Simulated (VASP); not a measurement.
Write the native input for VASP 6.6.1 that does the following.

```yaml
Task: single point
Functional: r2SCAN
Potentials_or_basis: VASP PAW PBE potentials, release 64 (F)
Cutoff: 520 eV
k_mesh: 10 × 10 × 4
Occupations: fermi-dirac, width 0.05 eV
Spin: no spin polarisation
Dipole_correction: no
Further_INCAR_settings: ALGO = Normal; EDIFF = 1e-06; NBANDS = 22
```

Crystal: F.

```xyz
4
Lattice="2.5770 -1.7014 0.2809 2.5770 1.7014 0.2809 -0.7112 0.0000 6.6844" Properties=species:S:1:pos:R:3 pbc="T T T"
F     3.7969   -0.5368    1.0536
F     1.0014   -0.5368    2.8504
F     0.6458    0.5368    6.1926
F     3.4413    0.5368    4.3958
```

The input as run:

POSCAR

```
F
1.0
    2.5769581666     -1.7013908390      0.2809024182
    2.5769581666      1.7013908390      0.2809024182
   -0.7112356646      0.0000000000      6.6844302282
F
4
Direct
    0.9075218338      0.5919918657      0.0946097114
    0.4080081343      0.0924781662      0.4053902886
    0.0924781662      0.4080081343      0.9053902886
    0.5919918657      0.9075218338      0.5946097114
```

INCAR.step1

```
SYSTEM = F
PREC = Accurate
ENCUT = 520
ISMEAR = -1
SIGMA = 0.05
LREAL = .FALSE.
LASPH = .TRUE.
NELM = 60
NBANDS = 22
GGA = PE
ALGO = Normal
EDIFF = 1E-4
LWAVE = .TRUE.
LCHARG = .FALSE.
```

INCAR.step2

```
SYSTEM = F
PREC = Accurate
ENCUT = 520
EDIFF = 1E-6
ISMEAR = -1
SIGMA = 0.05
LREAL = .FALSE.
LASPH = .TRUE.
NELM = 60
ALGO = Normal
ISIF = 2
LWAVE = .FALSE.
LCHARG = .FALSE.
METAGGA = R2SCAN
LMIXTAU = .TRUE.
NBANDS = 22
ISTART = 1
```

KPOINTS

```
Automatic mesh
0
G
  10 10 4
  0 0 0
```

Potentials or basis: VASP PAW PBE potentials, release 64 (F).

The run is started by

```bash
$ cat potpaw_PBE.64/F/POTCAR > POTCAR
$ cp INCAR.step1 INCAR
$ mpirun -np 1 vasp_std > vasp.out
$ cp INCAR.step2 INCAR
$ mpirun -np 1 vasp_std > vasp.out
```

Results of the run:

```yaml
Pressure: -1.2 GPa
Largest_force: 0.121 eV/Å
Band_gap_on_the_k_mesh: 3.66 eV
```

Caveat: the PAW data sets were made with another functional, which shifts forces and pressure a little.

Run time: 4.6 min on 1 thread of AMD EPYC 9R45 96-Core Processor (Zen 5) (shared host), peak memory 0.2 GiB.
